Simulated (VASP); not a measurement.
# ScBPt3 (Pm-3m) in VASP: notebook

Runs on ScBPt3. Level: LDA. Tasks: single point.

Everything below comes from runs of VASP 6.6.1. Logs are shortened: lines on timing, memory, paths and dates and some standing lists are left out, and cuts for length are marked.

**1. The cell of the first run**

Symmetry: Pm-3m, No. 221, cubic system. The conventional cell has a = 4.119 Å, b = 4.119 Å, c = 4.119 Å, α = 90.00°, β = 90.00°, γ = 90.00°. Within 3.8 Å of Sc (site symmetry m-3m) lie 12 Pt at 2.91 Å and 8 B at 3.57 Å. B (site symmetry m-3m) has 6 Pt at 2.06 Å within 2.7 Å. Pt (site symmetry 4/mmm) has 2 B at 2.06 Å within 2.7 Å.

**2. Single point, LDA**

The input, INCAR:

```
ALGO     = Normal         # electronic algorithm
EDIFF    = 1E-7           # SCF threshold, eV
ENCUT    = 520            # plane-wave cutoff, eV
GGA      = CA             # functional
ISIF     = 2              # what is computed and relaxed
ISMEAR   = -1             # smearing method
LASPH    = True           # aspherical terms in the spheres
LCHARG   = False          # write CHGCAR
LREAL    = False          # projectors in reciprocal space
LWAVE    = False          # write WAVECAR
NBANDS   = 30             # bands
NELM     = 80             # most SCF steps
PREC     = Accurate       # precision mode
SIGMA    = 0.1            # smearing width, eV
```

The input, KPOINTS:

```
k-points
0
Gamma
  6 6 6
```

The input, POSCAR:

```
ScBPt3
1.0
    4.1187935684      0.0000000000      0.0000000000
    0.0000000000      4.1187935684      0.0000000000
    0.0000000000      0.0000000000      4.1187935684
Sc B Pt
1 1 3
Direct
    0.0000000000      0.0000000000      0.0000000000
    0.5000000000      0.5000000000      0.5000000000
    0.0000000000      0.5000000000      0.5000000000
    0.5000000000      0.5000000000      0.0000000000
    0.5000000000      0.0000000000      0.5000000000
```

Potentials or basis: VASP PAW LDA potentials, release 64 (Sc_sv, B, Pt).

Run with:

```
$ cat potpaw_LDA.64/Sc_sv/POTCAR potpaw_LDA.64/B/POTCAR potpaw_LDA.64/Pt/POTCAR > POTCAR
$ mpirun -np 1 vasp_std > vasp.out
```

OUTCAR:

```text
EDIFF = 1E-7
   ENCUT = 520
   GGA = CA
   ISIF = 2
   ISMEAR = -1
   LASPH = True
   LREAL = False
   NELM = 80
   PREC = Accurate

 ion  position               nearest neighbor table
   1  0.000  0.000  0.000-   3 2.91   4 2.91   5 2.91   3 2.91   5 2.91   3 2.91   4 2.91   3 2.91
                             4 2.91   5 2.91   5 2.91   4 2.91
   2  0.500  0.500  0.500-   3 2.06   4 2.06   5 2.06   4 2.06   5 2.06   3 2.06
   3  0.000  0.500  0.500-   2 2.06   2 2.06   4 2.91   5 2.91   1 2.91   4 2.91   1 2.91   5 2.91
                             1 2.91   1 2.91   4 2.91   5 2.91   4 2.91   5 2.91
   4  0.500  0.500  0.000-   2 2.06   2 2.06   3 2.91   5 2.91   1 2.91   3 2.91   5 2.91   1 2.91
                             5 2.91   5 2.91   1 2.91   3 2.91   3 2.91   1 2.91
   5  0.500  0.000  0.500-   2 2.06   2 2.06   3 2.91   4 2.91   1 2.91   4 2.91   1 2.91   3 2.91
                             4 2.91   4 2.91   1 2.91   3 2.91   1 2.91   3 2.91

  LATTYP: Found a simple cubic cell.
 ALAT       =     4.1187935684

  Lattice vectors:

 A1 = (   4.1187935684,   0.0000000000,   0.0000000000)
 A2 = (   0.0000000000,   4.1187935684,   0.0000000000)
 A3 = (   0.0000000000,   0.0000000000,   4.1187935684)

Analysis of symmetry for initial positions (statically):
=====================================================================
 Subroutine PRICEL returns:
 Original cell was already a primitive cell.

 Routine SETGRP: Setting up the symmetry group for a
 simple cubic supercell.

 Subroutine GETGRP returns: Found 48 space group operations
 (whereof 48 operations were pure point group operations)
 out of a pool of 48 trial point group operations.

The static configuration has the point symmetry O_h .

Analysis of symmetry for dynamics (positions and initial velocities):
=====================================================================
 Subroutine PRICEL returns:
 Original cell was already a primitive cell.

 Routine SETGRP: Setting up the symmetry group for a
 simple cubic supercell.

 Subroutine GETGRP returns: Found 48 space group operations
 (whereof 48 operations were pure point group operations)
 out of a pool of 48 trial point group operations.

The dynamic configuration has the point symmetry O_h .

 Subroutine INISYM returns: Found 48 space group operations
 (whereof 48 operations are pure point group operations),
 and found     1 'primitive' translations

----------------------------------------------------------------------------------------

                                     Primitive cell

  volume of cell :      69.8731

  direct lattice vectors                    reciprocal lattice vectors
     4.118793568  0.000000000  0.000000000     0.242789541  0.000000000  0.000000000
     0.000000000  4.118793568  0.000000000     0.000000000  0.242789541  0.000000000
     0.000000000  0.000000000  4.118793568     0.000000000  0.000000000  0.242789541

  length of vectors
     4.118793568  4.118793568  4.118793568     0.242789541  0.242789541  0.242789541

  position of ions in fractional coordinates (direct lattice)
     0.000000000  0.000000000  0.000000000
     0.500000000  0.500000000  0.500000000
     0.000000000  0.500000000  0.500000000
     0.500000000  0.500000000  0.000000000
     0.500000000  0.000000000  0.500000000

  ion indices of the primitive-cell ions
   primitive index   ion index
                 1           1
                 2           2
                 3           3
                 4           4
                 5           5

----------------------------------------------------------------------------------------

 KPOINTS: k-points

Automatic generation of k-mesh.
 Grid dimensions read from file:
 generate k-points for:    6    6    6

 Generating k-lattice:

  Cartesian coordinates                     Fractional coordinates (reciprocal lattice)
     0.040464924  0.000000000  0.000000000     0.166666667  0.000000000  0.000000000
     0.000000000  0.040464924  0.000000000     0.000000000  0.166666667  0.000000000
     0.000000000  0.000000000  0.040464924     0.000000000  0.000000000  0.166666667

  Length of vectors
     0.040464924  0.040464924  0.040464924

  Shift w.r.t. Gamma in fractional coordinates (k-lattice)
     0.000000000  0.000000000  0.000000000

 Subroutine IBZKPT returns following result:
 ===========================================

 Found     20 irreducible k-points:

 Following reciprocal coordinates:
            Coordinates               Weight
  0.000000  0.000000  0.000000      1.000000
  0.166667  0.000000  0.000000      6.000000
  0.333333  0.000000  0.000000      6.000000
  0.500000  0.000000  0.000000      3.000000
  0.166667  0.166667  0.000000     12.000000
  0.333333  0.166667  0.000000     24.000000
[... 12 lines left out ...]
  0.500000  0.500000  0.333333      6.000000
  0.500000  0.500000  0.500000      1.000000
   k-points           NKPTS =     20   k-points in BZ     NKDIM =     20   number of bands    NBANDS=     30
   number of dos      NEDOS =    301   number of ions     NIONS =      5
   total plane-waves  NPLWV =  32768
   dimension x,y,z NGX =    32 NGY =   32 NGZ =   32
   dimension x,y,z NGXF=    64 NGYF=   64 NGZF=   64
   ions per type =               1   1   3
   NGX,Y,Z   is equivalent  to a cutoff of  12.92, 12.92, 12.92 a.u.
   NGXF,Y,Z  is equivalent  to a cutoff of  25.83, 25.83, 25.83 a.u.
 SYSTEM =  unknown system
   PREC   = accura    normal or accurate (medium, high low for compatibility)
   ISTART =      0    job   : 0-new  1-cont  2-samecut
   ICHARG =      2    charge: 1-file 2-atom 10-const
   ISPIN  =      1    spin polarized calculation?
   LNONCOLLINEAR =      F non collinear calculations
   LSORBIT =      F    spin-orbit coupling
   LASPH  =      T    aspherical Exc in radial PAW
   ENCUT  =  520.0 eV  38.22 Ry    6.18 a.u.   7.66  7.66  7.66*2*pi/ulx,y,z
   NELM   =     80;   NELMIN=  2; NELMDL= -5     # of ELM steps
   EDIFF  = 0.1E-06   stopping-criterion for ELM
   LREAL  =      F    real-space projection
   EDIFFG = 0.1E-05   stopping-criterion for IOM
   NSW    =      0    number of steps for IOM
   IBRION =     -1    ionic relax: 0-MD 1-quasi-New 2-CG
   NFREE  =      0    steps in history (QN), initial steepest desc. (CG)
   ISIF   =      2    stress and relaxation
   ISYM   =      2    0-nonsym 1-usesym 2-fastsym
   POTIM  = 0.5000    time-step for ionic-motion
   TEBEG  =    0.0;   TEEND  =   0.0 temperature during run
   PSTRESS=    0.0 pullay stress
   NELECT =      44.0000    total number of electrons
   NUPDOWN=      -1.0000    fix difference up-down
   EMIN   =  10.00;   EMAX   =-10.00  energy-range for DOS
   EFERMI =   0.00;   METHOD = LEGACY
   ISMEAR =    -1;   SIGMA  =   0.10  broadening in eV -4-tet -1-fermi 0-gaus
   EFERMI_NEDOS =   21; number of points for ismear=-14 and -15
   IALGO  =     38    algorithm
   IMIX   =      4    mixing-type and parameters
     AMIX     =   0.40;   BMIX     =  1.00
     AMIX_MAG =   1.60;   BMIX_MAG =  1.00
  volume/ion in A,a.u.               =      13.97        94.31
  Fermi-wavevector in a.u.,A,eV,Ry     =   1.403209  2.651681 26.789810  1.968996
  Thomas-Fermi vector in A             =   2.525894
   LORBIT       =      0    0 simple, 1 ext, 2 COOP (PROOUT), +10 PAW based schemes
   GGA     = CA    functional components
   LHFCALC =     F    Hartree Fock is set to
   AEXX    =    0.0000 exact exchange contribution
   IVDW    =     0    specifies the selected vdW correction
   LEPSILON=     F    determine dielectric tensor
   LRPA    =     F    only Hartree local field effects (RPA)
 non-spin polarized calculation
  energy-cutoff  :      520.00
  volume of cell :       69.87
 maximum number of plane-waves:      1924
 NGX is ok and might be reduce to    32
   NGX = 15   NGY = 15   NGZ = 15

 number of electron      43.9999986 magnetization

 Free energy of the ion-electron system (eV)
  ---------------------------------------------------
  ext. energy  EPLUGINS =         0.00000000
  ---------------------------------------------------
  free energy    TOTEN  =       -39.76098418 eV

  energy without entropy =      -39.65949280  energy(sigma->0) =      -39.71023849

 E-fermi :  10.1832     XC(G=0): -12.9470

 val. band max:       10.1567203496   @ k =   0.3333   0.1667   0.1667
 cond. band min:      10.3105933203   @ k =   0.5000   0.1667   0.1667
 fundamental gap:      0.1538729707
 Fermi energy:        10.1832048137

 k-point     1 :       0.0000    0.0000    0.0000
  band No.  band energies     occupation
      1     -39.7506      2.00000
      2     -18.7070      2.00000
      3     -18.7070      2.00000
      4     -18.7070      2.00000
      5      -2.9180      2.00000
      6       2.2411      2.00000
[... 22 lines left out ...]
     29      15.2387      0.00000
     30      15.2387      0.00000

 k-point     2 :       0.1667    0.0000    0.0000
  band No.  band energies     occupation
      1     -39.7502      2.00000
      2     -18.7152      2.00000
      3     -18.7079      2.00000
      4     -18.7079      2.00000
      5      -2.6732      2.00000
      6       2.4821      2.00000
[... 22 lines left out ...]
     29      14.8744      0.00000
     30      15.3846      0.00000

 k-point     3 :       0.3333    0.0000    0.0000
  band No.  band energies     occupation
      1     -39.7493      2.00000
      2     -18.7317      2.00000
      3     -18.7099      2.00000
      4     -18.7099      2.00000
      5      -2.0466      2.00000
      6       2.8670      2.00000
[... 22 lines left out ...]
     29      14.3907      0.00000
     30      15.5408      0.00000

 k-point     4 :       0.5000    0.0000    0.0000
  band No.  band energies     occupation
      1     -39.7488      2.00000
      2     -18.7399      2.00000
      3     -18.7108      2.00000
      4     -18.7108      2.00000
      5      -1.5975      2.00000
      6       2.1759      2.00000
[... 484 lines left out ...]
     29      13.7734      0.00000
     30      14.7269      0.00000

 k-point    19 :       0.5000    0.5000    0.3333
  band No.  band energies     occupation
      1     -39.7479      2.00000
      2     -18.7253      2.00000
      3     -18.7253      2.00000
      4     -18.7209      2.00000
      5       0.5560      2.00000
      6       1.0070      2.00000
[... 22 lines left out ...]
     29      14.1310      0.00000
     30      14.6787      0.00000

 k-point    20 :       0.5000    0.5000    0.5000
  band No.  band energies     occupation
      1     -39.7478      2.00000
      2     -18.7232      2.00000
      3     -18.7232      2.00000
      4     -18.7232      2.00000
      5       0.8620      2.00000
      6       0.8620      2.00000
[... 22 lines left out ...]
     29      14.1938      0.00000
     30      14.1938      0.00000

------------------------ aborting loop because EDIFF is reached ----------------------------------------

  FORCE on cell =-STRESS in cart. coord.  units (eV):
  Direction    XX          YY          ZZ          XY          YZ          ZX
  --------------------------------------------------------------------------------------
  -------------------------------------------------------------------------------------
  Total        4.8298808      4.8298808      4.8298808      0.0000000      0.0000000     -0.0000000
  in kB      110.7482622    110.7482622    110.7482622      0.0000000      0.0000000     -0.0000000
  external PRESSURE =     110.7482622 kB  Pullay stress =       0.0000000 kB

 VOLUME and BASIS-vectors are now :
 -----------------------------------------------------------------------------
  energy-cutoff  :      520.00
  volume of cell :       69.87
      direct lattice vectors                 reciprocal lattice vectors
     4.118793568  0.000000000  0.000000000     0.242789541  0.000000000  0.000000000
     0.000000000  4.118793568  0.000000000     0.000000000  0.242789541  0.000000000
     0.000000000  0.000000000  4.118793568     0.000000000  0.000000000  0.242789541

 POSITION                                       TOTAL-FORCE (eV/Angst)
 -----------------------------------------------------------------------------------
      0.00000      0.00000      0.00000         0.000000      0.000000      0.000000
      2.05940      2.05940      2.05940         0.000000      0.000000      0.000000
      0.00000      2.05940      2.05940         0.000000      0.000000      0.000000
      2.05940      2.05940      0.00000         0.000000      0.000000      0.000000
      2.05940      0.00000      2.05940         0.000000      0.000000      0.000000
 -----------------------------------------------------------------------------------
    total drift:                                0.000000     -0.000000     -0.000000

  FREE ENERGIE OF THE ION-ELECTRON SYSTEM (eV)
  ---------------------------------------------------
  free  energy   TOTEN  =       -39.7609841848 eV

  energy  without entropy=      -39.6594928023  energy(sigma->0) =      -39.71023849
```

Wall time 14 s (1 thread of Intel Xeon 6975P-C (Granite Rapids), shared host); peak memory 0.17 GiB.

Results:

| Quantity | Value |
| --- | --- |
| Free energy | -39.7610 eV |
| Pressure | 11.1 GPa |
| Band gap on the k mesh | zero (bands 22 and 23 overlap by 1.33 eV) |

Caveat: the cell stands under pressure; spin-orbit coupling is left out, which moves the levels of the heavy elements.

**3. Single point, LDA**

This run uses another cell than the first one, of 14.25 Å³/atom.

The input, INCAR:

```
SYSTEM = ScBPt3
PREC = Accurate
ENCUT = 520
EDIFF = 1E-6
ISMEAR = -1
SIGMA = 0.1
LREAL = .FALSE.
LASPH = .TRUE.
NELM = 60
ALGO = Normal
ISIF = 2
LWAVE = .FALSE.
LCHARG = .FALSE.
GGA = CA
NBANDS = 30
```

The input, KPOINTS:

```
Automatic mesh
0
G
  6 6 6
  0 0 0
```

POSCAR, as its differences from that of step 2:

```diff
@@ -2,5 +2,5 @@
 1.0
-    4.1187935684      0.0000000000      0.0000000000
-    0.0000000000      4.1187935684      0.0000000000
-    0.0000000000      0.0000000000      4.1187935684
+    4.1459793458      0.0000000000      0.0000000000
+    0.0000000000      4.1459793458      0.0000000000
+    0.0000000000      0.0000000000      4.1459793458
 Sc B Pt
```

Potentials or basis: VASP PAW LDA potentials, release 64 (Sc_sv, B, Pt).

Run with:

```
$ cat potpaw_LDA.64/Sc_sv/POTCAR potpaw_LDA.64/B/POTCAR potpaw_LDA.64/Pt/POTCAR > POTCAR
$ mpirun -np 1 vasp_std > vasp.out
```

Run time: 13 s. Hardware: 1 thread of Intel Xeon 6975P-C (Granite Rapids), shared host; peak memory 0.18 GiB.

The run converged. Its results:

```
Free energy            : -39.8357 eV
Pressure               : 6.0 GPa
Band gap on the k mesh : zero (bands 22 and 23 overlap by 1.33 eV)
```

Levels at points of the mesh, in eV from the Fermi level:
```tsv
k point	band 18	band 19	band 20	band 21	band 22	band 23	band 24	band 25	band 26	band 27
(0.00, 0.00, 0.00)	-2.63	-2.63	-1.15	-1.13	-1.13	-1.13	1.43	1.43	2.60	2.60
(0.50, 0.00, 0.00)	-2.99	-2.99	-2.52	-1.13	0.21	0.21	1.22	1.33	1.52	1.52
(0.50, 0.50, 0.00)	-3.17	-2.91	-2.51	-2.01	-0.30	-0.30	0.87	0.87	1.39	2.05
(0.50, 0.50, 0.50)	-1.34	-1.34	-1.34	-0.89	-0.89	-0.89	0.26	0.26	0.26	2.22
```

Caveat: the cell stands under pressure; spin-orbit coupling is left out, which moves the levels of the heavy elements.

**4. Single point, LDA**

This run uses another cell than the first one, of 14.44 Å³/atom.

The input, INCAR:

```
SYSTEM = ScBPt3
ALGO     = Normal         ! electronic algorithm
EDIFF    = 1E-7           ! SCF threshold, eV
ENCUT    = 520            ! plane-wave cutoff, eV
ISIF     = 2              ! what is computed and relaxed
ISMEAR   = -1             ! smearing method
LASPH    = .True.         ! aspherical terms in the spheres
LCHARG   = .False.        ! write CHGCAR
LREAL    = .False.        ! projectors in reciprocal space
LWAVE    = .False.        ! write WAVECAR
NBANDS   = 30             ! bands
NELM     = 100            ! most SCF steps
PREC     = Accurate       ! precision mode
SIGMA    = 0.1            ! smearing width, eV
```

The input, KPOINTS:

```
k-points
0
Gamma
  6 6 6
  0 0 0
```

POSCAR, as its differences from that of step 3:

```diff
@@ -2,5 +2,5 @@
 1.0
-    4.1459793458      0.0000000000      0.0000000000
-    0.0000000000      4.1459793458      0.0000000000
-    0.0000000000      0.0000000000      4.1459793458
+    4.1636198408      0.0000000000      0.0000000000
+    0.0000000000      4.1636198408      0.0000000000
+    0.0000000000      0.0000000000      4.1636198408
 Sc B Pt
```

Run with:

```
$ cat potpaw_LDA.64/Sc_sv/POTCAR potpaw_LDA.64/B/POTCAR potpaw_LDA.64/Pt/POTCAR > POTCAR
$ mpirun -np 1 vasp_std > vasp.out
```

It took 15 s on 1 thread of Intel Xeon 6975P-C (Granite Rapids), shared host; peak memory 0.17 GiB.

The run converged. Its results:

```yaml
Free_energy: -39.8616 eV
Pressure: 2.9 GPa
Band_gap_on_the_k_mesh: zero (bands 22 and 23 overlap by 1.33 eV)
```

Levels at points of the mesh, in eV from the Fermi level:
```
           k point  band 18  band 19  band 20  band 21  band 22  band 23  band 24  band 25  band 26  band 27
(0.00, 0.00, 0.00)    -2.58    -2.58    -1.14    -1.12    -1.12    -1.12     1.41     1.41     2.56     2.56
(0.50, 0.00, 0.00)    -2.94    -2.94    -2.48    -1.12     0.22     0.22     1.21     1.33     1.52     1.52
(0.50, 0.50, 0.00)    -3.11    -2.86    -2.47    -1.96    -0.30    -0.30     0.87     0.87     1.39     2.02
(0.50, 0.50, 0.50)    -1.32    -1.32    -1.32    -0.85    -0.85    -0.85     0.25     0.25     0.25     2.19
```

Caveat: spin-orbit coupling is left out, which moves the levels of the heavy elements.

**5. Summary**

| cell | gap on the mesh (eV) | pressure (GPa) |
| --- | --- | --- |
| a = 4.119 Å, 5 atoms | none | 11.1 |
| a = 4.146 Å, 5 atoms | none | 6.0 |
| a = 4.164 Å, 5 atoms | none | 2.9 |

Alike in all rows: task single point; level LDA; potentials or basis VASP PAW LDA potentials, release 64 (Sc_sv, B, Pt); no spin polarisation; k mesh 6 × 6 × 6; cutoff (eV) 520; smearing fermi-dirac 0.1 eV.

Caveats: spin-orbit coupling is left out, which moves the levels of the heavy elements; the cell stands under pressure (at least some runs).

Total energies depend on the potentials used, so only differences within one code and one set of settings carry meaning.

The gap in the log of VASP goes by the Fermi energy; the results here count the filled bands.